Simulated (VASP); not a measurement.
# BaTiO3 (R3m) in VASP: settings compared

The runs below take BaTiO3 through single point, with LDA, PBE.

All numbers are computed with VASP 6.6.1; they aren't measurements. Logs are shortened: lines on timing, memory, paths and dates and some standing lists are left out, and cuts for length are marked.

## Step 1: The cell of the first run

The structure is trigonal, space group R3m (No. 160). Conventional cell: a = 5.655 Å, b = 5.655 Å, c = 6.955 Å, α = 90.00°, β = 90.00°, γ = 120.00°. Within 3.7 Å of Ba (site symmetry 3m) lie 12 O at 2.79 to 2.89 Å and 8 Ti at 3.37 to 3.59 Å. Within 2.5 Å of Ti (site symmetry 3m) lie 6 O at 1.87 to 2.14 Å. O (site symmetry m) has 2 Ti at 1.87 to 2.14 Å within 2.5 Å.

## Step 2: Single point, LDA

INCAR

```
SYSTEM = BaTiO3
ALGO = Normal ; EDIFF = 1E-7
ENCUT = 520 ; GGA = CA
ISIF = 2 ; ISMEAR = -1
LASPH = .True. ; LCHARG = .False.
LREAL = .False. ; LWAVE = .False.
NBANDS = 28 ; NELM = 80
PREC = Accurate ; SIGMA = 0.05
```

KPOINTS

```
k-points
0
Gamma
  7 7 7
  0 0 0
```

POSCAR

```
BaTiO3
1.0
    2.8273666084      1.6323808724      2.3183934932
   -2.8273666084      1.6323808724      2.3183934932
    0.0000000000     -3.2647617449      2.3183934932
Ba Ti O
1 1 3
Direct
    0.0000000000      0.0000000000      0.0000000000
    0.4845000000      0.4845000000      0.4845000000
    0.5086000000      0.0175000000      0.5086000000
    0.0175000000      0.5086000000      0.5086000000
    0.5086000000      0.5086000000      0.0175000000
```

Potentials or basis: VASP PAW LDA potentials, release 64 (Ba_sv, Ti_sv, O).

Run with:

```sh
cat potpaw_LDA.64/Ba_sv/POTCAR potpaw_LDA.64/Ti_sv/POTCAR potpaw_LDA.64/O/POTCAR > POTCAR
mpirun -np 1 vasp_std > vasp.out
```

OUTCAR:

```text
SYSTEM = BaTiO3
   EDIFF = 1E-7
   ENCUT = 520
   GGA = CA
   ISIF = 2
   ISMEAR = -1
   LASPH = .True.
   LREAL = .False.
   NELM = 80
   PREC = Accurate

 ion  position               nearest neighbor table
   1  0.000  0.000  0.000-   5 2.79   4 2.79   3 2.79   4 2.83   3 2.83   4 2.83   3 2.83   5 2.83
                             5 2.83   5 2.89   4 2.89   3 2.89   2 3.37   2 3.43   2 3.43   2 3.43
   2  0.484  0.484  0.484-   3 1.87   4 1.87   5 1.87   3 2.14   4 2.14   5 2.14   1 3.37   1 3.43
                             1 3.43   1 3.43   1 3.50   1 3.50   1 3.50   1 3.59
   3  0.509  0.017  0.509-   2 1.87   2 2.14   1 2.79   1 2.83   1 2.83   1 2.89
   4  0.017  0.509  0.509-   2 1.87   2 2.14   1 2.79   1 2.83   1 2.83   1 2.89
   5  0.509  0.509  0.017-   2 1.87   2 2.14   1 2.79   1 2.83   1 2.83   1 2.89

  LATTYP: Found a trigonal (rhomboedric) cell.
 ALAT       =     4.0042000000
 COS(alpha) =     0.0028448828

  Lattice vectors:

 A1 = (   2.8273666084,   1.6323808724,   2.3183934932)
 A2 = (  -2.8273666084,   1.6323808724,   2.3183934932)
 A3 = (   0.0000000000,  -3.2647617449,   2.3183934932)

Analysis of symmetry for initial positions (statically):
=====================================================================
 Subroutine PRICEL returns:
 Original cell was already a primitive cell.

 Routine SETGRP: Setting up the symmetry group for a
 trigonal (rhombohedral) supercell.

 Subroutine GETGRP returns: Found  6 space group operations
 (whereof  6 operations were pure point group operations)
 out of a pool of 12 trial point group operations.

The static configuration has the point symmetry C_3v.

Analysis of symmetry for dynamics (positions and initial velocities):
=====================================================================
 Subroutine PRICEL returns:
 Original cell was already a primitive cell.

 Routine SETGRP: Setting up the symmetry group for a
 trigonal (rhombohedral) supercell.

 Subroutine GETGRP returns: Found  6 space group operations
 (whereof  6 operations were pure point group operations)
 out of a pool of 12 trial point group operations.

The dynamic configuration has the point symmetry C_3v.

 Subroutine INISYM returns: Found  6 space group operations
 (whereof  6 operations are pure point group operations),
 and found     1 'primitive' translations

----------------------------------------------------------------------------------------

                                     Primitive cell

  volume of cell :      64.2010
[... 92 lines left out ...]
   LASPH  =      T    aspherical Exc in radial PAW
   ENCUT  =  520.0 eV  38.22 Ry    6.18 a.u.   7.45  7.45  7.45*2*pi/ulx,y,z
   NELM   =     80;   NELMIN=  2; NELMDL= -5     # of ELM steps
   EDIFF  = 0.1E-06   stopping-criterion for ELM
   LREAL  =      F    real-space projection
   EDIFFG = 0.1E-05   stopping-criterion for IOM
   NSW    =      0    number of steps for IOM
   IBRION =     -1    ionic relax: 0-MD 1-quasi-New 2-CG
   NFREE  =      0    steps in history (QN), initial steepest desc. (CG)
   ISIF   =      2    stress and relaxation
   ISYM   =      2    0-nonsym 1-usesym 2-fastsym
   POTIM  = 0.5000    time-step for ionic-motion
   TEBEG  =    0.0;   TEEND  =   0.0 temperature during run
   PSTRESS=    0.0 pullay stress
   NELECT =      40.0000    total number of electrons
   NUPDOWN=      -1.0000    fix difference up-down
   EMIN   =  10.00;   EMAX   =-10.00  energy-range for DOS
   EFERMI =   0.00;   METHOD = LEGACY
   ISMEAR =    -1;   SIGMA  =   0.05  broadening in eV -4-tet -1-fermi 0-gaus
   EFERMI_NEDOS =   21; number of points for ismear=-14 and -15
   IALGO  =     38    algorithm
   IMIX   =      4    mixing-type and parameters
     AMIX     =   0.40;   BMIX     =  1.00
     AMIX_MAG =   1.60;   BMIX_MAG =  1.00
  volume/ion in A,a.u.               =      12.84        86.65
  Fermi-wavevector in a.u.,A,eV,Ry     =   1.398237  2.642285 26.600301  1.955067
  Thomas-Fermi vector in A             =   2.521415
   LORBIT       =      0    0 simple, 1 ext, 2 COOP (PROOUT), +10 PAW based schemes
   GGA     = CA    functional components
   LHFCALC =     F    Hartree Fock is set to
   AEXX    =    0.0000 exact exchange contribution
   IVDW    =     0    specifies the selected vdW correction
   LEPSILON=     F    determine dielectric tensor
   LRPA    =     F    only Hartree local field effects (RPA)
 non-spin polarized calculation
  energy-cutoff  :      520.00
  volume of cell :       64.20
 maximum number of plane-waves:      1752
 NGX is ok and might be reduce to    30
   NGX = 15   NGY = 15   NGZ = 15

 number of electron      39.9999999 magnetization

 Free energy of the ion-electron system (eV)
  ---------------------------------------------------
  ext. energy  EPLUGINS =         0.00000000
  ---------------------------------------------------
  free energy    TOTEN  =       -44.13950782 eV

  energy without entropy =      -44.13950782  energy(sigma->0) =      -44.13950782

 E-fermi :   4.4775     XC(G=0): -11.7156

 val. band max:        3.3960425612   @ k =   0.4286   0.4286   0.4286
 cond. band min:       5.7503486386   @ k =   0.0000   0.0000   0.0000
 fundamental gap:      2.3543060774
 Fermi energy:         4.4775333757

 k-point     1 :       0.0000    0.0000    0.0000
  band No.  band energies     occupation
      1     -52.0931      2.00000
      2     -28.7540      2.00000
      3     -28.7540      2.00000
      4     -28.7459      2.00000
      5     -21.1930      2.00000
      6     -13.0576      2.00000
[... 733 lines left out ...]
     27      11.7774      0.00000
     28      11.9108      0.00000

 [... further k-points ...]
[... 5 lines left out ...]
  --------------------------------------------------------------------------------------
  -------------------------------------------------------------------------------------
  Total       -1.5270273     -1.5270273     -1.5883764     -0.0000000      0.0000000      0.0000000
  in kB      -38.1079304    -38.1079304    -39.6389370     -0.0000000      0.0000000      0.0000000
  external PRESSURE =     -38.6182659 kB  Pullay stress =       0.0000000 kB

 VOLUME and BASIS-vectors are now :
 -----------------------------------------------------------------------------
  energy-cutoff  :      520.00
  volume of cell :       64.20
      direct lattice vectors                 reciprocal lattice vectors
     2.827366608  1.632380872  2.318393493     0.176843002  0.102100355  0.143777721
    -2.827366608  1.632380872  2.318393493    -0.176843002  0.102100355  0.143777721
     0.000000000 -3.264761745  2.318393493     0.000000000 -0.204200710  0.143777721

 POSITION                                       TOTAL-FORCE (eV/Angst)
 -----------------------------------------------------------------------------------
      0.00000      0.00000      0.00000         0.000000      0.000000     -0.143031
      0.00000     -0.00000      3.36978         0.000000     -0.000000      0.102898
      1.38852     -0.80166      2.39884         0.038638     -0.022307      0.013378
     -1.38852     -0.80166      2.39884        -0.038638     -0.022307      0.013378
      0.00000      1.60332      2.39884         0.000000      0.044615      0.013378
 -----------------------------------------------------------------------------------
    total drift:                                0.000000     -0.000001      0.000578

  FREE ENERGIE OF THE ION-ELECTRON SYSTEM (eV)
  ---------------------------------------------------
  free  energy   TOTEN  =       -44.1395078157 eV

  energy  without entropy=      -44.1395078156  energy(sigma->0) =      -44.13950782
```

stdout:

```text
POSCAR found type information on POSCAR BaTiO
 POSCAR found :  3 types and       5 ions
 scaLAPACK will be used
 LDA part: xc-table for (Slater(with rela. corr.)+CA(PZ))
 , standard interpolation
 POSCAR, INCAR and KPOINTS ok, starting setup
 FFT: planning ... GRIDC
 FFT: planning ... GRID_SOFT
 FFT: planning ... GRID
 WAVECAR not read
 entering main loop
```

Run time: 1.7 min. Hardware: 1 thread of Intel Xeon Platinum 8488C (Sapphire Rapids), shared host; peak memory 0.2 GiB.

What came out:

- Free energy: -44.1395 eV
- Pressure: -3.9 GPa
- Largest force: 0.143 eV/Å
- Band gap on the k mesh: 2.35 eV, indirect (least direct gap 2.69 eV)

Forces in eV/Å, atoms in the order of the input:
```
Ba   0.000  0.000 -0.143
Ti   0.000  0.000  0.103
O    0.039 -0.022  0.013
O   -0.039 -0.022  0.013
O    0.000  0.045  0.013
```

Stress tensor (GPa, compression positive):
```
-3.81  0.00  0.00
 0.00 -3.81  0.00
 0.00  0.00 -3.96
```

Levels at points of the mesh, in eV from the valence-band top:
```csv
k point,band 17,band 18,band 19,band 20,band 21,band 22,band 23,band 24
"(0.00, 0.00, 0.00)",-1.02,-0.48,-0.33,-0.33,2.35,2.35,2.50,4.57
```

Caveat: spin-orbit coupling is left out, which moves the levels of the heavy elements. A k mesh can miss the band edges.

## Step 3: Single point, PBE (volume scaled by 0.94)

INCAR

```
PREC = Accurate
ENCUT = 520
EDIFF = 1E-6
ISMEAR = -1
SIGMA = 0.05
LREAL = F
LASPH = T
NELM = 100
ALGO = Normal
ISIF = 2
LWAVE = F
LCHARG = T
GGA = PE
LELF = T
LVHAR = T
NBANDS = 28
```

KPOINTS

```
regular mesh
0
Gamma
  7 7 7
```

POSCAR: that of step 2 with these lines changed.

```diff
@@ -2,5 +2,5 @@
 1.0
-    2.8273666084      1.6323808724      2.3183934932
-   -2.8273666084      1.6323808724      2.3183934932
-    0.0000000000     -3.2647617449      2.3183934932
+    2.7696490538      1.5990576267      2.2710660605
+   -2.7696490538      1.5990576267      2.2710660605
+    0.0000000000     -3.1981152536      2.2710660605
 Ba Ti O
```

Potentials or basis: VASP PAW PBE potentials, release 64 (Ba_sv, Ti_sv, O).

Run with:

```sh
cat potpaw_PBE.64/Ba_sv/POTCAR potpaw_PBE.64/Ti_sv/POTCAR potpaw_PBE.64/O/POTCAR > POTCAR
mpirun -np 1 vasp_std > vasp.out
```

OUTCAR:

```text
PREC = Accurate
   ENCUT = 520
   EDIFF = 1E-6
   ISMEAR = -1
   LREAL = F
   LASPH = T
   NELM = 100
   ISIF = 2
   GGA = PE

 ion  position               nearest neighbor table
   1  0.000  0.000  0.000-   5 2.73   4 2.73   3 2.73   4 2.77   3 2.77   4 2.77   3 2.77   5 2.77
                             5 2.77   5 2.83   4 2.83   3 2.83   2 3.30   2 3.36   2 3.36   2 3.36
   2  0.484  0.484  0.484-   3 1.84   4 1.84   5 1.84   3 2.10   4 2.10   5 2.10   1 3.30   1 3.36
                             1 3.36   1 3.36   1 3.43   1 3.43   1 3.43   1 3.51
   3  0.509  0.017  0.509-   2 1.84   2 2.10   1 2.73   1 2.77   1 2.77   1 2.83
   4  0.017  0.509  0.509-   2 1.84   2 2.10   1 2.73   1 2.77   1 2.77   1 2.83
[... 950 lines left out ...]
  -------------------------------------------------------------------------------------
  Total        7.6669427      7.6669427      7.2678331      0.0000000     -0.0000000      0.0000000
  in kB      203.5461643    203.5461642    192.9503852      0.0000000     -0.0000000      0.0000000
  external PRESSURE =     200.0142379 kB  Pullay stress =       0.0000000 kB

 VOLUME and BASIS-vectors are now :
 -----------------------------------------------------------------------------
  energy-cutoff  :      520.00
  volume of cell :       60.35
      direct lattice vectors                 reciprocal lattice vectors
     2.769649054  1.599057627  2.271066060     0.180528287  0.104228055  0.146773949
    -2.769649054  1.599057627  2.271066060    -0.180528287  0.104228055  0.146773949
     0.000000000 -3.198115254  2.271066060     0.000000000 -0.208456110  0.146773949

 POSITION                                       TOTAL-FORCE (eV/Angst)
 -----------------------------------------------------------------------------------
      0.00000      0.00000      0.00000         0.000000      0.000000     -0.096376
      0.00000     -0.00000      3.30099         0.000000     -0.000000      0.908896
      1.36017     -0.78530      2.34987         0.522761     -0.301816     -0.270840
     -1.36017     -0.78530      2.34987        -0.522761     -0.301816     -0.270840
      0.00000      1.57059      2.34987         0.000000      0.603632     -0.270840
 -----------------------------------------------------------------------------------
    total drift:                                0.000000     -0.000002      0.000033

  FREE ENERGIE OF THE ION-ELECTRON SYSTEM (eV)
  ---------------------------------------------------
  free  energy   TOTEN  =       -39.6717477755 eV

  energy  without entropy=      -39.6717477755  energy(sigma->0) =      -39.67174778
```

OSZICAR:

```text
N       E                     dE             d eps       ncg     rms          rms(c)
DAV:   1     0.444092872096E+03    0.44409E+03   -0.20970E+04  2464   0.157E+03
DAV:   2    -0.363971306118E+01   -0.44773E+03   -0.42728E+03  2828   0.437E+02
DAV:   3    -0.478213561695E+02   -0.44182E+02   -0.43803E+02  3388   0.135E+02
DAV:   4    -0.499409053512E+02   -0.21195E+01   -0.21155E+01  3752   0.252E+01
DAV:   5    -0.499901261331E+02   -0.49221E-01   -0.49212E-01  3256   0.321E+00    0.257E+01
DAV:   6    -0.396990706831E+02    0.10291E+02   -0.52614E+01  3672   0.715E+01    0.102E+01
DAV:   7    -0.397707334538E+02   -0.71663E-01   -0.93579E+00  3380   0.232E+01    0.793E+00
DAV:   8    -0.396489101328E+02    0.12182E+00   -0.66054E-01  3044   0.828E+00    0.320E+00
DAV:   9    -0.396854213512E+02   -0.36511E-01   -0.21445E-01  3400   0.327E+00    0.120E+00
DAV:  10    -0.396723070868E+02    0.13114E-01   -0.96358E-02  3028   0.335E+00    0.272E-01
DAV:  11    -0.396717047111E+02    0.60238E-03   -0.37297E-03  2928   0.584E-01    0.709E-02
DAV:  12    -0.396717898349E+02   -0.85124E-04   -0.45051E-04  3172   0.172E-01    0.670E-02
DAV:  13    -0.396717477039E+02    0.42131E-04   -0.21625E-04  2928   0.164E-01    0.165E-02
DAV:  14    -0.396717478697E+02   -0.16583E-06   -0.11227E-05  3128   0.270E-02    0.481E-03
DAV:  15    -0.396717477755E+02    0.94256E-07   -0.12409E-06  2184   0.108E-02
   1 F= -.39671748E+02 E0= -.39671748E+02  d E =-.661344E-11
```

Wall time 1.9 min (1 thread of AMD EPYC 7R13, shared host); peak memory 0.19 GiB.

Results:

```yaml
Free_energy: -39.6717 eV
Pressure: 20.0 GPa
Largest_force: 0.909 eV/Å
Band_gap_on_the_k_mesh: 2.60 eV, indirect (least direct gap 2.88 eV)
```

Forces in eV/Å, atoms in the order of the input:
```
Ba   0.000  0.000 -0.096
Ti   0.000  0.000  0.909
O    0.523 -0.302 -0.271
O   -0.523 -0.302 -0.271
O    0.000  0.604 -0.271
```

Levels at points of the mesh, in eV from the valence-band top:
```tsv
k point	band 18	band 19	band 20	band 21	band 22	band 23
(0.00, 0.00, 0.00)	-0.44	-0.28	-0.28	2.60	2.60	2.76
```

Caveat: spin-orbit coupling is left out, which moves the levels of the heavy elements.

## Step 4: Single point, PBE (volume scaled by 0.96)

INCAR

```
ALGO = Normal ; EDIFF = 1E-7
ENCUT = 520 ; GGA = PE
ISIF = 2 ; ISMEAR = -1
LASPH = T ; LCHARG = T
LELF = T ; LREAL = F
LVHAR = T ; LWAVE = F
NBANDS = 28 ; NELM = 60
PREC = Accurate ; SIGMA = 0.05
```

KPOINTS

```
k-points
0
Gamma
  7 7 7
```

POSCAR: that of step 3 with these lines changed.

```diff
@@ -2,5 +2,5 @@
 1.0
-    2.7696490538      1.5990576267      2.2710660605
-   -2.7696490538      1.5990576267      2.2710660605
-    0.0000000000     -3.1981152536      2.2710660605
+    2.7891542673      1.6103189670      2.2870600104
+   -2.7891542673      1.6103189670      2.2870600104
+    0.0000000000     -3.2206379340      2.2870600104
 Ba Ti O
```

Potentials or basis: VASP PAW PBE potentials, release 64 (Ba_sv, Ti_sv, O).

Run with:

```sh
cat potpaw_PBE.64/Ba_sv/POTCAR potpaw_PBE.64/Ti_sv/POTCAR potpaw_PBE.64/O/POTCAR > POTCAR
mpirun -np 1 vasp_std > vasp.out
```

OUTCAR:

```text
EDIFF = 1E-7
   ENCUT = 520
   GGA = PE
   ISIF = 2
   ISMEAR = -1
   LASPH = T
   LREAL = F
   NELM = 60
   PREC = Accurate

 ion  position               nearest neighbor table
   1  0.000  0.000  0.000-   5 2.75   4 2.75   3 2.75   4 2.79   3 2.79   4 2.79   3 2.79   5 2.79
                             5 2.79   5 2.85   4 2.85   3 2.85   2 3.32   2 3.38   2 3.38   2 3.38
   2  0.484  0.484  0.484-   5 1.85   4 1.85   3 1.85   5 2.11   4 2.11   3 2.11   1 3.32   1 3.38
                             1 3.38   1 3.38   1 3.45   1 3.45   1 3.45   1 3.54
   3  0.509  0.017  0.509-   2 1.85   2 2.11   1 2.75   1 2.79   1 2.79   1 2.85
   4  0.017  0.509  0.509-   2 1.85   2 2.11   1 2.75   1 2.79   1 2.79   1 2.85
   5  0.509  0.509  0.017-   2 1.85   2 2.11   1 2.75   1 2.79   1 2.79   1 2.85

  LATTYP: Found a trigonal (rhomboedric) cell.
 ALAT       =     3.9500825553
 COS(alpha) =     0.0028448828

  Lattice vectors:

 A1 = (   2.7891542673,   1.6103189670,   2.2870600104)
 A2 = (  -2.7891542673,   1.6103189670,   2.2870600104)
 A3 = (   0.0000000000,  -3.2206379340,   2.2870600104)

Analysis of symmetry for initial positions (statically):
[... 183 lines left out ...]
 fundamental gap:      2.5466913808
 Fermi energy:         5.1102350264

 k-point     1 :       0.0000    0.0000    0.0000
  band No.  band energies     occupation
      1     -52.0247      2.00000
      2     -28.3123      2.00000
      3     -28.3123      2.00000
      4     -28.3022      2.00000
      5     -20.6324      2.00000
      6     -12.8251      2.00000
[... 733 lines left out ...]
     27      12.7322      0.00000
     28      12.8530      0.00000

 [... further k-points ...]

------------------------ aborting loop because EDIFF is reached ----------------------------------------

  FORCE on cell =-STRESS in cart. coord.  units (eV):
  Direction    XX          YY          ZZ          XY          YZ          ZX
  --------------------------------------------------------------------------------------
  -------------------------------------------------------------------------------------
  Total        5.9138344      5.9138344      5.6187410      0.0000000      0.0000000      0.0000000
  in kB      153.7327811    153.7327811    146.0616964      0.0000000      0.0000000      0.0000000
  external PRESSURE =     151.1757529 kB  Pullay stress =       0.0000000 kB

 VOLUME and BASIS-vectors are now :
 -----------------------------------------------------------------------------
  energy-cutoff  :      520.00
  volume of cell :       61.63
      direct lattice vectors                 reciprocal lattice vectors
     2.789154267  1.610318967  2.287060010     0.179265810  0.103499164  0.145747524
    -2.789154267  1.610318967  2.287060010    -0.179265810  0.103499164  0.145747524
     0.000000000 -3.220637934  2.287060010     0.000000000 -0.206998328  0.145747524

 POSITION                                       TOTAL-FORCE (eV/Angst)
 -----------------------------------------------------------------------------------
      0.00000      0.00000      0.00000         0.000000      0.000000     -0.104039
      0.00000      0.00000      3.32424         0.000000      0.000000      0.663787
      1.36975     -0.79083      2.36642         0.384736     -0.222128     -0.186583
     -1.36975     -0.79083      2.36642        -0.384736     -0.222128     -0.186583
      0.00000      1.58166      2.36642         0.000000      0.444255     -0.186583
 -----------------------------------------------------------------------------------
    total drift:                                0.000000     -0.000002      0.000188

  FREE ENERGIE OF THE ION-ELECTRON SYSTEM (eV)
  ---------------------------------------------------
  free  energy   TOTEN  =       -39.8135943383 eV

  energy  without entropy=      -39.8135943383  energy(sigma->0) =      -39.81359434
```

Wall time 2.2 min (1 thread of AMD EPYC 7R13, shared host); peak memory 0.19 GiB.

What came out:

```yaml
Free_energy: -39.8136 eV
Pressure: 15.1 GPa
Largest_force: 0.664 eV/Å
Band_gap_on_the_k_mesh: 2.55 eV, indirect (least direct gap 2.85 eV)
```

Forces on the atoms (eV/Å):
```
Ba   0.000  0.000 -0.104
Ti   0.000  0.000  0.664
O    0.385 -0.222 -0.187
O   -0.385 -0.222 -0.187
O    0.000  0.444 -0.187
```

Caveat: spin-orbit coupling is left out, which moves the levels of the heavy elements. A k mesh can miss the band edges.

(Part 1 of 2 ends here.)
